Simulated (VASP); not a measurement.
A run of VASP 6.6.1 is set up as follows.

INCAR

```
PREC = Accurate
ENCUT = 520
EDIFF = 1E-6
ISMEAR = 0
SIGMA = 0.1
LREAL = False
LASPH = True
NELM = 100
ALGO = Normal
ISIF = 2
LWAVE = False
LCHARG = True
LDIPOL = True
IDIPOL = 3
DIPOL = 0.5 0.5 0.311
GGA = PE
IVDW = 12
LELF = True
LVHAR = True
LVACPOTAV = True
NBANDS = 32
```

File KPOINTS:

```
Automatic mesh
0
Gamma
  6 6 1
```

POSCAR

```
Ti2Al6H
1.0
    5.0241861190      0.0000000000      0.0000000000
    2.1588814530      4.5367033218      0.0000000000
    0.0000000000      0.0000000000     21.2187109014
Al Ti H
6 2 1
Direct
    0.5000000000      0.0000000000      0.1885128658
    0.0000000000      0.5000000000      0.1885128658
    0.0000000000      0.0000000000      0.2517328341
    0.0000000000      0.5000000000      0.3193548961
    0.5000000000      0.0000000000      0.3193548961
    0.5000000000      0.5000000000      0.3826203646
    0.5000000000      0.5000000000      0.2517328341
    0.0000000000      0.0000000000      0.3797002555
    0.5000000000      0.8333333333      0.5145793706
```

Potentials or basis: VASP PAW PBE potentials, release 64 (Al, Ti_sv, H).

Run with:

```bash
$ cat potpaw_PBE.64/Al/POTCAR potpaw_PBE.64/Ti_sv/POTCAR potpaw_PBE.64/H/POTCAR > POTCAR
$ mpirun -np 1 vasp_std > vasp.out
```

(1) What does it give for the dispersion energy per atom?

(2) Estimate the largest force.

## Answers

(1) -0.226 eV.

(2) 1.036 eV/Å.
